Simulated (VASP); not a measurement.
# HfO2 (Fm-3m) in VASP: a series of runs

Aim: see how the results for HfO2 move with the level of theory and the settings. Levels: r2SCAN, PBEsol. Tasks: single point.

Everything below comes from runs of VASP 6.6.1. Logs are shortened: lines on timing, memory, paths and dates and some standing lists are left out, and cuts for length are marked.

### 1 The cell of the first run

Symmetry: Fm-3m, No. 225, cubic system. The conventional cell has a = 5.058 Å, b = 5.058 Å, c = 5.058 Å, α = 90.00°, β = 90.00°, γ = 90.00°. Within 2.9 Å of Hf (site symmetry m-3m) lie 8 O at 2.19 Å. O (site symmetry -43m) has 4 Hf at 2.19 Å and 6 O at 2.53 Å within 2.9 Å.

### 2 Single point, r2SCAN

File POSCAR:

```
HfO2
1.0
    0.0000000000      2.5291823194      2.5291823194
    2.5291823194      0.0000000000      2.5291823194
    2.5291823194      2.5291823194      0.0000000000
Hf O
1 2
Direct
    0.0000000000      0.0000000000      0.0000000000
    0.2500000000      0.2500000000      0.2500000000
    0.7500000000      0.7500000000      0.7500000000
```

File INCAR.step1:

```
SYSTEM = HfO2
  PREC = Accurate
  ENCUT = 520
  ISMEAR = 0
  SIGMA = 0.01
  LREAL = .False.
  LASPH = .True.
  NELM = 60
  NBANDS = 18
  GGA = PE
  ALGO = Normal
  EDIFF = 1E-4
  LWAVE = .True.
  LCHARG = .False.
```

File INCAR.step2:

```
SYSTEM = HfO2
  PREC = Accurate
  ENCUT = 520
  EDIFF = 1E-6
  ISMEAR = 0
  SIGMA = 0.01
  LREAL = .False.
  LASPH = .True.
  NELM = 60
  ALGO = Normal
  ISIF = 2
  LWAVE = .False.
  LCHARG = .False.
  METAGGA = R2SCAN
  LMIXTAU = .True.
  NBANDS = 18
  ISTART = 1
```

File KPOINTS:

```
Automatic mesh
0
Gamma
  6 6 6
  0 0 0
```

Potentials or basis: VASP PAW PBE potentials, release 64 (Hf_pv, O).

The run is started by

```
$ cat potpaw_PBE.64/Hf_pv/POTCAR potpaw_PBE.64/O/POTCAR > POTCAR
$ cp INCAR.step1 INCAR
$ mpirun -np 1 vasp_std > vasp.out
$ cp INCAR.step2 INCAR
$ mpirun -np 1 vasp_std > vasp.out
```

OUTCAR:

```text
SYSTEM = HfO2
   PREC = Accurate
   ENCUT = 520
   EDIFF = 1E-6
   ISMEAR = 0
   LREAL = .False.
   LASPH = .True.
   NELM = 60
   ISIF = 2
   METAGGA = R2SCAN
   ISTART = 1

 ion  position               nearest neighbor table
   1  0.000  0.000  0.000-   3 2.19   3 2.19   3 2.19   2 2.19   2 2.19   2 2.19   3 2.19   2 2.19

   2  0.250  0.250  0.250-   1 2.19   1 2.19   1 2.19   1 2.19
   3  0.750  0.750  0.750-   1 2.19   1 2.19   1 2.19   1 2.19

  LATTYP: Found a face centered cubic cell.
 ALAT       =     5.0583646388

  Lattice vectors:

 A1 = (   0.0000000000,   2.5291823194,   2.5291823194)
 A2 = (   2.5291823194,   0.0000000000,   2.5291823194)
 A3 = (   2.5291823194,   2.5291823194,   0.0000000000)

Analysis of symmetry for initial positions (statically):
=====================================================================
 Subroutine PRICEL returns:
 Original cell was already a primitive cell.

 Routine SETGRP: Setting up the symmetry group for a
 face centered cubic supercell.

 Subroutine GETGRP returns: Found 48 space group operations
[... 9 lines left out ...]

 Routine SETGRP: Setting up the symmetry group for a
 face centered cubic supercell.

 Subroutine GETGRP returns: Found 48 space group operations
[... 11 lines left out ...]
                                     Primitive cell

  volume of cell :      32.3572

  direct lattice vectors                    reciprocal lattice vectors
     0.000000000  2.529182319  2.529182319    -0.197692351  0.197692351  0.197692351
     2.529182319  0.000000000  2.529182319     0.197692351 -0.197692351  0.197692351
     2.529182319  2.529182319  0.000000000     0.197692351  0.197692351 -0.197692351

  length of vectors
     3.576803938  3.576803938  3.576803938     0.342413197  0.342413197  0.342413197

  position of ions in fractional coordinates (direct lattice)
     0.000000000  0.000000000  0.000000000
     0.250000000  0.250000000  0.250000000
     0.750000000  0.750000000  0.750000000

  ion indices of the primitive-cell ions
   primitive index   ion index
                 1           1
                 2           2
                 3           3

----------------------------------------------------------------------------------------

 KPOINTS: Automatic mesh

Automatic generation of k-mesh.
 Grid dimensions read from file:
 generate k-points for:    6    6    6

 Generating k-lattice:

  Cartesian coordinates                     Fractional coordinates (reciprocal lattice)
    -0.032948725  0.032948725  0.032948725     0.166666667  0.000000000  0.000000000
     0.032948725 -0.032948725  0.032948725     0.000000000  0.166666667  0.000000000
     0.032948725  0.032948725 -0.032948725     0.000000000  0.000000000  0.166666667

  Length of vectors
     0.057068866  0.057068866  0.057068866

  Shift w.r.t. Gamma in fractional coordinates (k-lattice)
     0.000000000  0.000000000  0.000000000

 Subroutine IBZKPT returns following result:
 ===========================================

 Found     16 irreducible k-points:

 Following reciprocal coordinates:
            Coordinates               Weight
  0.000000  0.000000  0.000000      1.000000
  0.166667  0.000000  0.000000      8.000000
  0.333333  0.000000  0.000000      8.000000
  0.500000  0.000000  0.000000      4.000000
  0.166667  0.166667  0.000000      6.000000
  0.333333  0.166667  0.000000     24.000000
[... 8 lines left out ...]
 -0.333333  0.333333  0.166667     24.000000
 -0.333333  0.500000  0.166667     12.000000
   k-points           NKPTS =     16   k-points in BZ     NKDIM =     16   number of bands    NBANDS=     18
   number of dos      NEDOS =    301   number of ions     NIONS =      3
   total plane-waves  NPLWV =  21952
   dimension x,y,z NGX =    28 NGY =   28 NGZ =   28
   dimension x,y,z NGXF=    56 NGYF=   56 NGZF=   56
   ions per type =               1   2
   NGX,Y,Z   is equivalent  to a cutoff of  13.01, 13.01, 13.01 a.u.
   NGXF,Y,Z  is equivalent  to a cutoff of  26.03, 26.03, 26.03 a.u.
 SYSTEM =  HfO2
   PREC   = accura    normal or accurate (medium, high low for compatibility)
   ISTART =      1    job   : 0-new  1-cont  2-samecut
   ICHARG =      0    charge: 1-file 2-atom 10-const
   ISPIN  =      1    spin polarized calculation?
   LNONCOLLINEAR =      F non collinear calculations
   LSORBIT =      F    spin-orbit coupling
   LASPH  =      T    aspherical Exc in radial PAW
   ENCUT  =  520.0 eV  38.22 Ry    6.18 a.u.   6.65  6.65  6.65*2*pi/ulx,y,z
   NELM   =     60;   NELMIN=  2; NELMDL=  0     # of ELM steps
   EDIFF  = 0.1E-05   stopping-criterion for ELM
   LREAL  =      F    real-space projection
   EDIFFG = 0.1E-04   stopping-criterion for IOM
   NSW    =      0    number of steps for IOM
   IBRION =     -1    ionic relax: 0-MD 1-quasi-New 2-CG
   NFREE  =      0    steps in history (QN), initial steepest desc. (CG)
   ISIF   =      2    stress and relaxation
   ISYM   =      2    0-nonsym 1-usesym 2-fastsym
   POTIM  = 0.5000    time-step for ionic-motion
   TEBEG  =    0.0;   TEEND  =   0.0 temperature during run
   PSTRESS=    0.0 pullay stress
   NELECT =      22.0000    total number of electrons
   NUPDOWN=      -1.0000    fix difference up-down
   EMIN   =  10.00;   EMAX   =-10.00  energy-range for DOS
   EFERMI =   0.00;   METHOD = LEGACY
   ISMEAR =     0;   SIGMA  =   0.01  broadening in eV -4-tet -1-fermi 0-gaus
   EFERMI_NEDOS =   21; number of points for ismear=-14 and -15
   IALGO  =     38    algorithm
   IMIX   =      4    mixing-type and parameters
     AMIX     =   0.40;   BMIX     =  1.00
     AMIX_MAG =   1.60;   BMIX_MAG =  1.00
  volume/ion in A,a.u.               =      10.79        72.79
  Fermi-wavevector in a.u.,A,eV,Ry     =   1.439546  2.720348 28.195259  2.072293
  Thomas-Fermi vector in A             =   2.558390
   LORBIT       =      0    0 simple, 1 ext, 2 COOP (PROOUT), +10 PAW based schemes
   METAGGA = R2SCAN    functional components
   LHFCALC =     F    Hartree Fock is set to
   AEXX    =    0.0000 exact exchange contribution
   IVDW    =     0    specifies the selected vdW correction
   LEPSILON=     F    determine dielectric tensor
   LRPA    =     F    only Hartree local field effects (RPA)
 non-spin polarized calculation
 Gauss-broadening in eV      SIGMA  =   0.01
  energy-cutoff  :      520.00
  volume of cell :       32.36
 maximum number of plane-waves:       893
 NGX is ok and might be reduce to    28
   NGX = 13   NGY = 13   NGZ = 13

 number of electron      21.9999992 magnetization

 Free energy of the ion-electron system (eV)
  ---------------------------------------------------
  ext. energy  EPLUGINS =         0.00000000
  ---------------------------------------------------
  free energy    TOTEN  =       -68.54739920 eV

  energy without entropy =      -68.54739920  energy(sigma->0) =      -68.54739920

 E-fermi :   4.0426     XC(G=0): -12.6182

 val. band max:        3.9691691467   @ k =   0.5000   0.5000   0.0000
 cond. band min:       8.2840261260   @ k =   0.5000   0.5000   0.0000
 fundamental gap:      4.3148569793
 Fermi energy:         4.0425557069

 k-point     1 :       0.0000    0.0000    0.0000
  band No.  band energies     occupation
      1     -26.6559      2.00000
      2     -26.6559      2.00000
      3     -26.6559      2.00000
      4     -15.8031      2.00000
      5     -12.7666      2.00000
      6      -1.5147      2.00000
[... 10 lines left out ...]
     17      15.0559      0.00000
     18      16.6802      0.00000

 k-point     2 :       0.1667    0.0000    0.0000
  band No.  band energies     occupation
      1     -26.7771      2.00000
      2     -26.6687      2.00000
      3     -26.6687      2.00000
      4     -15.4426      2.00000
      5     -13.0468      2.00000
      6      -1.2495      2.00000
[... 10 lines left out ...]
     17      14.6070      0.00000
     18      16.6778      0.00000

 k-point     3 :       0.3333    0.0000    0.0000
  band No.  band energies     occupation
      1     -27.0049      2.00000
      2     -26.6941      2.00000
      3     -26.6941      2.00000
      4     -14.7815      2.00000
      5     -13.4381      2.00000
      6      -0.7008      2.00000
[... 10 lines left out ...]
     17      14.2394      0.00000
     18      16.6579      0.00000

 k-point     4 :       0.5000    0.0000    0.0000
  band No.  band energies     occupation
      1     -27.1124      2.00000
      2     -26.7067      2.00000
      3     -26.7067      2.00000
      4     -14.5724      2.00000
      5     -13.4595      2.00000
      6      -0.4329      2.00000
[... 10 lines left out ...]
     17      13.9890      0.00000
     18      16.6649      0.00000

 k-point     5 :       0.1667    0.1667    0.0000
  band No.  band energies     occupation
      1     -26.7882      2.00000
      2     -26.6873      2.00000
      3     -26.6873      2.00000
      4     -15.3096      2.00000
      5     -13.1441      2.00000
      6      -1.2113      2.00000
[... 10 lines left out ...]
     17      14.4459      0.00000
     18      16.6760      0.00000

 k-point     6 :       0.3333    0.1667    0.0000
  band No.  band energies     occupation
      1     -26.9530      2.00000
      2     -26.7276      2.00000
      3     -26.7156      2.00000
      4     -14.6961      2.00000
      5     -13.5190      2.00000
      6      -0.8033      2.00000
[... 139 lines left out ...]
 k-point    13 :       0.5000    0.5000    0.0000
  band No.  band energies     occupation
      1     -27.1447      2.00000
      2     -26.7807      2.00000
      3     -26.7807      2.00000
      4     -14.0655      2.00000
      5     -13.6287      2.00000
      6      -2.6045      2.00000
[... 10 lines left out ...]
     17      16.6740      0.00000
     18      18.1308      0.00000

 k-point    14 :       0.5000    0.3333    0.1667
  band No.  band energies     occupation
      1     -27.0146      2.00000
      2     -26.8284      2.00000
      3     -26.7364      2.00000
      4     -14.1720      2.00000
      5     -13.7705      2.00000
      6      -1.1036      2.00000
[... 10 lines left out ...]
     17      15.6207      0.00000
     18      16.6748      0.00000

 k-point    15 :      -0.3333    0.3333    0.1667
  band No.  band energies     occupation
      1     -27.0125      2.00000
      2     -26.9035      2.00000
      3     -26.7545      2.00000
      4     -14.0278      2.00000
      5     -13.7480      2.00000
      6      -1.1106      2.00000
[... 10 lines left out ...]
     17      16.4071      0.00000
     18      16.6715      0.00000

 k-point    16 :      -0.3333    0.5000    0.1667
  band No.  band energies     occupation
      1     -27.0566      2.00000
      2     -26.8747      2.00000
      3     -26.7823      2.00000
      4     -13.9518      2.00000
      5     -13.7338      2.00000
      6      -1.9973      2.00000
[... 10 lines left out ...]
     17      16.6731      0.00000
     18      17.6589      0.00000

------------------------ aborting loop because EDIFF is reached ----------------------------------------

  FORCE on cell =-STRESS in cart. coord.  units (eV):
  Direction    XX          YY          ZZ          XY          YZ          ZX
  --------------------------------------------------------------------------------------
  -------------------------------------------------------------------------------------
  Total       -0.8012598     -0.8012598     -0.8012598      0.0000000     -0.0000000      0.0000000
  in kB      -39.6746900    -39.6746900    -39.6746900      0.0000000     -0.0000000      0.0000000
  external PRESSURE =     -39.6746900 kB  Pullay stress =       0.0000000 kB

 VOLUME and BASIS-vectors are now :
 -----------------------------------------------------------------------------
  energy-cutoff  :      520.00
  volume of cell :       32.36
      direct lattice vectors                 reciprocal lattice vectors
     0.000000000  2.529182319  2.529182319    -0.197692351  0.197692351  0.197692351
     2.529182319  0.000000000  2.529182319     0.197692351 -0.197692351  0.197692351
     2.529182319  2.529182319  0.000000000     0.197692351  0.197692351 -0.197692351

 POSITION                                       TOTAL-FORCE (eV/Angst)
 -----------------------------------------------------------------------------------
      0.00000      0.00000      0.00000         0.000000      0.000000      0.000000
      1.26459      1.26459      1.26459         0.000000     -0.000000     -0.000000
      3.79377      3.79377      3.79377        -0.000000      0.000000      0.000000
 -----------------------------------------------------------------------------------
    total drift:                                0.000000      0.000000      0.000000

  FREE ENERGIE OF THE ION-ELECTRON SYSTEM (eV)
  ---------------------------------------------------
  free  energy   TOTEN  =       -68.5473991954 eV

  energy  without entropy=      -68.5473991954  energy(sigma->0) =      -68.54739920
```

Wall time 52 s (1 thread of Intel Xeon Platinum 8124M at 3.00GHz (Skylake/Cascade Lake), shared host); peak memory 0.17 GiB.

What came out:

| Property | Result |
| --- | --- |
| Free energy | -68.5474 eV |
| Pressure | -4.0 GPa |
| Band gap on the k mesh | 4.31 eV, direct |

Levels at points of the mesh, in eV from the valence-band top:
| k point | band 8 | band 9 | band 10 | band 11 | band 12 | band 13 | band 14 | band 15 |
| --- | --- | --- | --- | --- | --- | --- | --- | --- |
| (0.00, 0.00, 0.00) | -5.48 | -0.64 | -0.64 | -0.64 | 4.42 | 4.42 | 6.52 | 11.09 |
| (0.50, 0.00, 0.00) | -3.08 | -2.82 | -1.90 | -1.90 | 5.12 | 5.12 | 7.56 | 9.64 |
| (0.50, 0.50, 0.00) | -3.60 | -1.57 | -1.57 | 0.00 | 4.31 | 6.05 | 7.24 | 8.73 |

Caveat: the PAW data sets were made with another functional, which shifts forces and pressure a little; spin-orbit coupling is left out, which moves the levels of the heavy elements. r2SCAN opens gaps a little over a GGA but as a rule still falls short of measured ones.

### 3 Single point, PBEsol

File INCAR:

```
PREC = Accurate
ENCUT = 520
EDIFF = 1E-6
ISMEAR = 0
SIGMA = 0.01
LREAL = False
LASPH = True
NELM = 60
ALGO = Normal
ISIF = 2
LWAVE = False
LCHARG = False
GGA = PS
NBANDS = 18
```

File KPOINTS:

```
Automatic mesh
0
Gamma
  8 8 8
```

POSCAR is that of step 2.

Potentials or basis: VASP PAW PBE potentials, release 64 (Hf_pv, O).

The run is started by

```
$ cat potpaw_PBE.64/Hf_pv/POTCAR potpaw_PBE.64/O/POTCAR > POTCAR
$ mpirun -np 1 vasp_std > vasp.out
```

Wall time 18 s (1 thread of Intel Xeon Platinum 8124M at 3.00GHz (Skylake/Cascade Lake), shared host); peak memory 0.16 GiB.

It converged, with:

```yaml
Free_energy: -31.6244 eV
Pressure: -5.9 GPa
Band_gap_on_the_k_mesh: 3.69 eV, direct
```

Levels at points of the mesh, in eV from the valence-band top:
| k point | band 9 | band 10 | band 11 | band 12 | band 13 | band 14 |
| --- | --- | --- | --- | --- | --- | --- |
| (0.00, 0.00, 0.00) | -0.62 | -0.62 | -0.62 | 3.80 | 3.80 | 5.70 |
| (0.50, 0.00, 0.00) | -2.79 | -1.86 | -1.86 | 4.55 | 4.55 | 7.02 |
| (0.50, 0.50, 0.00) | -1.56 | -1.56 | 0.00 | 3.69 | 5.47 | 6.66 |

Caveat: the PAW data sets were made with another functional, which shifts forces and pressure a little; spin-orbit coupling is left out, which moves the levels of the heavy elements. As with any semilocal functional, this PBEsol gap is likely too small.
